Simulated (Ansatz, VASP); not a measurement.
# Cs2Ge3 in VASP and in Ansatz

```
CELL_PARAMETERS angstrom
6.04268 0.00000 0.00000
0.00000 6.04268 0.00000
0.00000 0.00000 6.04268
ATOMIC_POSITIONS crystal
Cs 0.00000 0.00000 0.00000
Cs 0.50000 0.50000 0.50000
Ge 0.00000 0.50000 0.50000
Ge 0.50000 0.00000 0.50000
Ge 0.50000 0.50000 0.00000
```

Alike in both runs: functional PBE; k mesh 4 × 4 × 4; occupations gaussian, width 0.1 eV; no spin polarisation.

Ansatz relaxed the structure, and its values are those at the end. VASP's run is a single point on that final structure, the one shown.

```csv
,VASP,Ansatz
version,VASP 6.6.1,Ansatz 0.2.0
potentials or method,"VASP PAW PBE potentials, release 64 (Cs_sv, Ge_d), cutoff 520 eV","scalar-relativistic, plane waves, PAW"
valence electrons in the cell,60,60
```

|  | VASP | Ansatz | Ansatz less VASP |
| --- | --- | --- | --- |
| gap on the k mesh at the Fermi level (eV) | none | none | - |
| pressure (GPa) | 0.0 | 0.0 | -0.03 |

A gap of «none» marks a metal or a gap that the smearing closes.

Neither program's run includes spin-orbit coupling.
